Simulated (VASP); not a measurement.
# Al12C in VASP: further runs

The runs below take Al12C through single point, relaxation of the atoms, with LDA.

Program: VASP 6.6.1. These are calculated values, not measurements. Logs are shortened: lines on timing, memory, paths and dates and some standing lists are left out, and cuts for length are marked.

## (1) The cell of the first run

The cell holds a slab with vacuum, 13 atoms: a = 5.634 Å, b = 5.634 Å, c = 19.604 Å, α = 90.00°, β = 90.00°, γ = 90.00°.

## (2) Single point, LDA

Contents of INCAR:

```
SYSTEM = Al12C
PREC     = Accurate       ! precision mode
ENCUT    = 520            ! plane-wave cutoff, eV
EDIFF    = 1E-6           ! SCF threshold, eV
ISMEAR   = 0              ! smearing method
SIGMA    = 0.1            ! smearing width, eV
LREAL    = .False.        ! projectors in reciprocal space
LASPH    = .True.         ! aspherical terms in the spheres
NELM     = 80             ! most SCF steps
ALGO     = Normal         ! electronic algorithm
ISIF     = 2              ! what is computed and relaxed
LWAVE    = .False.        ! write WAVECAR
LCHARG   = .False.        ! write CHGCAR
LDIPOL   = .True.       
IDIPOL   = 3            
DIPOL    = 0.5 0.5 0.324
NBANDS   = 32             ! bands
```

Contents of KPOINTS:

```
Automatic mesh
0
Gamma
  5 5 1
  0 0 0
```

Contents of POSCAR:

```
Al12C
1.0
    5.6336864727      0.0000000000      0.0000000000
    0.0000000000      5.6336864727      0.0000000000
    0.0000000000      0.0000000000     19.6042970528
Al C
12 1
Direct
    0.2500000000      0.2500000000      0.2040369001
    0.2500000000      0.7500000000      0.2040369001
    0.7500000000      0.2500000000      0.2040369001
    0.7500000000      0.7500000000      0.2040369001
    0.0000000000      0.0000000000      0.3086956402
    0.0000000000      0.5000000000      0.3086956402
    0.5000000000      0.0000000000      0.3086956402
    0.5000000000      0.5000000000      0.3086956402
    0.2500000000      0.2500000000      0.4133939121
    0.2500000000      0.7500000000      0.4133939121
    0.7500000000      0.2500000000      0.4133939121
    0.7500000000      0.7500000000      0.4133939121
    0.2500000000      0.2500000000      0.5093674651
```

Potentials or basis: VASP PAW LDA potentials, release 64 (Al, C).

The run is started by

```bash
> cat potpaw_LDA.64/Al/POTCAR potpaw_LDA.64/C/POTCAR > POTCAR
> mpirun -np 1 vasp_std > vasp.out
```

OUTCAR:

```text
SYSTEM = Al12C
   PREC = Accurate
   ENCUT = 520
   EDIFF = 1E-6
   ISMEAR = 0
   LREAL = .False.
   LASPH = .True.
   NELM = 80
   ISIF = 2

 ion  position               nearest neighbor table
   1  0.250  0.250  0.204-   2 2.82   3 2.82   2 2.82   3 2.82   7 2.86   8 2.86   5 2.86   6 2.86

   2  0.250  0.750  0.204-   1 2.82   4 2.82   1 2.82   4 2.82   7 2.86   8 2.86   5 2.86   6 2.86

   3  0.750  0.250  0.204-   1 2.82   4 2.82   4 2.82   1 2.82   7 2.86   8 2.86   5 2.86   6 2.86
[... 15 lines left out ...]
  11  0.750  0.250  0.413-   9 2.82  12 2.82  12 2.82   9 2.82   5 2.86   6 2.86   7 2.86   8 2.86

  12  0.750  0.750  0.413-  10 2.82  11 2.82  11 2.82  10 2.82   5 2.86   6 2.86   7 2.86   8 2.86

  13  0.250  0.250  0.509-   9 1.88

  LATTYP: Found a simple tetragonal cell.
 ALAT       =     5.6336864727
 C/A-ratio  =     3.4798345893

  Lattice vectors:

 A1 = (   5.6336864727,   0.0000000000,   0.0000000000)
 A2 = (   0.0000000000,   5.6336864727,   0.0000000000)
 A3 = (   0.0000000000,   0.0000000000,  19.6042970528)

Analysis of symmetry for initial positions (statically):
=====================================================================
 Subroutine PRICEL returns:
 Original cell was already a primitive cell.

 Routine SETGRP: Setting up the symmetry group for a
 simple tetragonal supercell.

 Subroutine GETGRP returns: Found  8 space group operations
 (whereof  2 operations were pure point group operations)
 out of a pool of 16 trial point group operations.

The static configuration has the point symmetry C_1h.
 The point group associated with its full space group is C_4v.

Analysis of symmetry for dynamics (positions and initial velocities):
=====================================================================
 Subroutine PRICEL returns:
 Original cell was already a primitive cell.

 Routine SETGRP: Setting up the symmetry group for a
 simple tetragonal supercell.

 Subroutine GETGRP returns: Found  8 space group operations
 (whereof  2 operations were pure point group operations)
 out of a pool of 16 trial point group operations.

The dynamic configuration has the point symmetry C_1h.
 The point group associated with its full space group is C_4v.

 Subroutine INISYM returns: Found  8 space group operations
 (whereof  2 operations are pure point group operations),
 and found     1 'primitive' translations

----------------------------------------------------------------------------------------

                                     Primitive cell

[... 115 lines left out ...]
  Fermi-wavevector in a.u.,A,eV,Ry     =   0.655817  1.239314  5.851809  0.430096
  Thomas-Fermi vector in A             =   1.726813
   LORBIT       =      0    0 simple, 1 ext, 2 COOP (PROOUT), +10 PAW based schemes
   GGA     = CA    functional components
   LHFCALC =     F    Hartree Fock is set to
   AEXX    =    0.0000 exact exchange contribution
   IVDW    =     0    specifies the selected vdW correction
   LEPSILON=     F    determine dielectric tensor
   LRPA    =     F    only Hartree local field effects (RPA)
 non-spin polarized calculation
 Gauss-broadening in eV      SIGMA  =   0.10
  energy-cutoff  :      520.00
  volume of cell :      622.21
 maximum number of plane-waves:     16799
 NGX is ok and might be reduce to    42
   NGX = 21   NGY = 21   NGZ = 73

 dipolmoment           0.000000      0.000000     -0.002731 electrons x Angstroem

 number of electron      40.0000000 magnetization

 dipolmoment           0.000000      0.000000      0.298103 electrons x Angstroem

 Free energy of the ion-electron system (eV)
  ---------------------------------------------------
  ext. energy  EPLUGINS =         0.00000000
  ---------------------------------------------------
  free energy    TOTEN  =       -50.47052202 eV

  energy without entropy =      -50.44971526  energy(sigma->0) =      -50.46011864

 E-fermi :  -1.0706     XC(G=0):  -4.5055

 val. band max:       -1.1369939754   @ k =   0.4000   0.4000   0.0000
 cond. band min:      -1.0110060533   @ k =   0.0000   0.0000   0.0000
 fundamental gap:      0.1259879222
 Fermi energy:        -1.0706399877

 k-point     1 :       0.0000    0.0000    0.0000
  band No.  band energies     occupation
      1     -11.4398      2.00000
      2     -10.1483      2.00000
      3      -8.7857      2.00000
      4      -6.8846      2.00000
      5      -6.8241      2.00000
      6      -6.7614      2.00000
[... 199 lines left out ...]
     31       2.1098      0.00000
     32       2.1155      0.00000

------------------------ aborting loop because EDIFF is reached ----------------------------------------

 vacuum level on the upper side and lower side of the slab       (xc-potential included)         0.811        -0.838

  FORCE on cell =-STRESS in cart. coord.  units (eV):
  Direction    XX          YY          ZZ          XY          YZ          ZX
  --------------------------------------------------------------------------------------
  -------------------------------------------------------------------------------------
  Total       -9.4181006     -9.4181006      0.4069197      0.0000000      0.0000000      0.0000000
  in kB      -24.2514264    -24.2514264      1.0478104      0.0000000      0.0000000      0.0000000
  external PRESSURE =     -15.8183475 kB  Pullay stress =       0.0000000 kB

 VOLUME and BASIS-vectors are now :
 -----------------------------------------------------------------------------
  energy-cutoff  :      520.00
  volume of cell :      622.21
      direct lattice vectors                 reciprocal lattice vectors
     5.633686473  0.000000000  0.000000000     0.177503666  0.000000000  0.000000000
     0.000000000  5.633686473  0.000000000     0.000000000  0.177503666  0.000000000
     0.000000000  0.000000000 19.604297053     0.000000000  0.000000000  0.051009225

 POSITION                                       TOTAL-FORCE (eV/Angst)
 -----------------------------------------------------------------------------------
      1.40842      1.40842      4.00000        -0.000000     -0.000000     -0.075026
      1.40842      4.22526      4.00000        -0.000000     -0.000000     -0.049433
      4.22526      1.40842      4.00000        -0.000000     -0.000000     -0.049433
      4.22526      4.22526      4.00000        -0.000000     -0.000000      0.090441
      0.00000      0.00000      6.05176         0.024953      0.024953      0.004631
      0.00000      2.81684      6.05176         0.024953     -0.024953      0.004631
      2.81684      0.00000      6.05176        -0.024953      0.024953      0.004631
      2.81684      2.81684      6.05176        -0.024953     -0.024953      0.004631
      1.40842      1.40842      8.10430        -0.000000     -0.000000     -1.028241
      1.40842      4.22526      8.10430        -0.000000     -0.000000      0.495454
      4.22526      1.40842      8.10430        -0.000000     -0.000000      0.495454
      4.22526      4.22526      8.10430        -0.000000     -0.000000      0.050238
      1.40842      1.40842      9.98579        -0.000000     -0.000000      0.052022
 -----------------------------------------------------------------------------------
    total drift:                                0.000000     -0.000000     -0.000401

  FREE ENERGIE OF THE ION-ELECTRON SYSTEM (eV)
  ---------------------------------------------------
  free  energy   TOTEN  =       -50.4705220185 eV

  energy  without entropy=      -50.4497152623  energy(sigma->0) =      -50.46011864

 vacuum level on the upper side and lower side of the slab         5.255         3.556
```

stdout:

```text
POSCAR found type information on POSCAR AlC
 POSCAR found :  2 types and      13 ions
 scaLAPACK will be used
 LDA part: xc-table for (Slater(with rela. corr.)+CA(PZ))
 , standard interpolation
 POSCAR, INCAR and KPOINTS ok, starting setup
 FFT: planning ... GRIDC
 FFT: planning ... GRID_SOFT
 FFT: planning ... GRID
 WAVECAR not read
 entering main loop
```

Run time: 6.3 min. Hardware: 1 thread of Intel Xeon 8259CL, shared host; peak memory 0.47 GiB.

Results:

* Free energy: -50.4705 eV
* Largest force: 1.028 eV/Å
* Band gap on the k mesh: zero (bands 20 and 21 overlap by 0.78 eV)

Forces on the atoms (eV/Å):
```
Al   0.000  0.000 -0.075
Al   0.000  0.000 -0.049
Al   0.000  0.000 -0.049
Al   0.000  0.000  0.090
Al   0.025  0.025  0.005
Al   0.025 -0.025  0.005
Al  -0.025  0.025  0.005
Al  -0.025 -0.025  0.005
Al   0.000  0.000 -1.028
Al   0.000  0.000  0.495
Al   0.000  0.000  0.495
Al   0.000  0.000  0.050
C    0.000  0.000  0.052
```

## (3) Single point, LDA

Contents of INCAR:

```
  PREC = Accurate
  ENCUT = 520
  EDIFF = 1E-6
  ISMEAR = 0
  SIGMA = 0.1
  LREAL = F
  LASPH = T
  NELM = 80
  ALGO = Normal
  ISIF = 2
  LWAVE = F
  LCHARG = F
  LDIPOL = T
  IDIPOL = 3
  DIPOL = 0.5 0.5 0.317
  NBANDS = 32
```

Contents of KPOINTS:

```
Automatic mesh
0
Gamma
  5 5 1
```

Changes to POSCAR since step 2:

```diff
@@ -20,2 +20,2 @@
     0.7500000000      0.7500000000      0.4133939121
-    0.2500000000      0.2500000000      0.5093674651
+    0.5000000000      0.5000000000      0.4164077280
```

Potentials or basis: VASP PAW LDA potentials, release 64 (Al, C).

The run is started by

```bash
> cat potpaw_LDA.64/Al/POTCAR potpaw_LDA.64/C/POTCAR > POTCAR
> mpirun -np 1 vasp_std > vasp.out
```

It took 5.8 min on 1 thread of Intel Xeon 8259CL, shared host; peak memory 0.46 GiB.

The run converged. Its results:

- Free energy: -55.1924 eV
- Largest force: 0.977 eV/Å
- Band gap on the k mesh: zero (bands 20 and 21 overlap by 0.61 eV)

Forces in eV/Å, atoms in the order of the input:
```
Al  -0.069 -0.069  0.253
Al  -0.069  0.069  0.253
Al   0.069 -0.069  0.253
Al   0.069  0.069  0.253
Al   0.000  0.000 -0.424
Al   0.000  0.000 -0.452
Al   0.000  0.000 -0.452
Al   0.000  0.000 -0.260
Al  -0.684 -0.684  0.139
Al  -0.684  0.684  0.139
Al   0.684 -0.684  0.139
Al   0.684  0.684  0.139
C    0.000  0.000  0.020
```

Levels at points of the mesh, in eV from the Fermi level:
```
           k point  band 16  band 17  band 18  band 19  band 20  band 21  band 22  band 23  band 24  band 25
(0.00, 0.00, 0.00)    -1.48    -1.48    -1.02    -0.85    -0.50    -0.50    -0.13     0.62     1.22     1.43
```

## (4) Relaxation of the atoms, LDA

Contents of INCAR:

```
PREC     = Accurate       # precision mode
ENCUT    = 520            # plane-wave cutoff, eV
EDIFF    = 1E-6           # SCF threshold, eV
ISMEAR   = 0              # smearing method
SIGMA    = 0.1            # smearing width, eV
LREAL    = F              # projectors in reciprocal space
LASPH    = T              # aspherical terms in the spheres
NELM     = 60             # most SCF steps
ALGO     = Normal         # electronic algorithm
ISIF     = 2              # what is computed and relaxed
LWAVE    = F              # write WAVECAR
LCHARG   = F              # write CHGCAR
LDIPOL   = T            
IDIPOL   = 3            
DIPOL    = 0.5 0.5 0.315
IBRION   = 2              # ionic algorithm
NSW      = 36             # ionic steps
EDIFFG   = -0.025         # ionic threshold
```

KPOINTS is that of step 3.

Contents of POSCAR:

```
Al12C
1.0
    5.6336864727      0.0000000000      0.0000000000
    0.0000000000      5.6336864727      0.0000000000
    0.0000000000      0.0000000000     19.6042970528
Al C
12 1
Selective dynamics
Direct
    0.2500000000      0.2500000000      0.2040369001  F F F
    0.2500000000      0.7500000000      0.2040369001  F F F
    0.7500000000      0.2500000000      0.2040369001  F F F
    0.7500000000      0.7500000000      0.2040369001  F F F
    0.0000000000      0.0000000000      0.3086956402  F F F
    0.0000000000      0.5000000000      0.3086956402  F F F
    0.5000000000      0.0000000000      0.3086956402  F F F
    0.5000000000      0.5000000000      0.3086956402  F F F
    0.2500000000      0.2500000000      0.4133939121  F F F
    0.2500000000      0.7500000000      0.4133939121  F F F
    0.7500000000      0.2500000000      0.4133939121  F F F
    0.7500000000      0.7500000000      0.4133939121  F F F
    0.5000000000      0.5000000000      0.3903384425  F F T
```

The run is started by

```bash
> cat potpaw_LDA.64/Al/POTCAR potpaw_LDA.64/C/POTCAR > POTCAR
> mpirun -np 1 vasp_std > vasp.out
```

Run time: 17 min. Hardware: 1 thread of Intel Xeon 8259CL, shared host; peak memory 0.48 GiB.

It converged, with:

```yaml
Free_energy: -55.1924 eV
Energy_gained_by_relaxing: 144.2 meV/atom
Ionic_steps: 5
Band_gap_on_the_k_mesh: zero (bands 20 and 21 overlap by 0.61 eV)
```

Step by step:
```csv
step,energy change (eV),largest force on free atoms (eV/Å),pressure (GPa)
1,0.0000,11.3709,0.29
2,-1.8716,0.1536,-1.29
3,-1.8605,0.4209,-1.12
4,-1.8742,0.0296,-1.25
5,-1.8742,0.0225,-1.23
```

Final structure:
```cif
data_structure
_symmetry_space_group_name_H-M 'P 1'
_symmetry_Int_Tables_number 1
_cell_length_a 5.6337
_cell_length_b 5.6337
_cell_length_c 19.6043
_cell_angle_alpha 90.000
_cell_angle_beta 90.000
_cell_angle_gamma 90.000
_cell_volume 622.21
loop_
_atom_site_label
_atom_site_type_symbol
_atom_site_fract_x
_atom_site_fract_y
_atom_site_fract_z
_atom_site_occupancy
Al1 Al 0.25000 0.25000 0.20404 1
Al2 Al 0.25000 0.75000 0.20404 1
Al3 Al 0.75000 0.25000 0.20404 1
Al4 Al 0.75000 0.75000 0.20404 1
Al5 Al 0.00000 0.00000 0.30870 1
Al6 Al 0.00000 0.50000 0.30870 1
Al7 Al 0.50000 0.00000 0.30870 1
Al8 Al 0.50000 0.50000 0.30870 1
Al9 Al 0.25000 0.25000 0.41339 1
Al10 Al 0.25000 0.75000 0.41339 1
Al11 Al 0.75000 0.25000 0.41339 1
Al12 Al 0.75000 0.75000 0.41339 1
C1 C 0.50000 0.50000 0.41638 1
```

Levels at points of the mesh, in eV from the Fermi level:
```
           k point  band 18  band 19  band 20  band 21  band 22  band 23
(0.00, 0.00, 0.00)    -1.02    -0.85    -0.50    -0.50    -0.13     0.62
```

## (5) The runs side by side

```csv
task,cell,atoms held fixed (from 0),atoms held along some axes (from 0),gap on the mesh (eV),largest force (eV/Å)
single point,"as given, atomic positions A",-,-,none,1.03
single point,"as given, atomic positions B",-,-,none,0.98
relaxation of the atoms,"atoms relaxed, atomic positions C","[0, 1, 2, 3, 4, 5, 6, 7, 8, 9, 10, 11]",atom 12 along a and b,none,-
```

Alike in all rows: level LDA; potentials or basis VASP PAW LDA potentials, release 64 (Al, C); no spin polarisation; k mesh 5 × 5 × 1; cutoff (eV) 520; smearing gaussian 0.1 eV.

Absolute energies hang on the potentials; compare differences alone.

The gap in the log of VASP goes by the Fermi energy; the results here count the filled bands.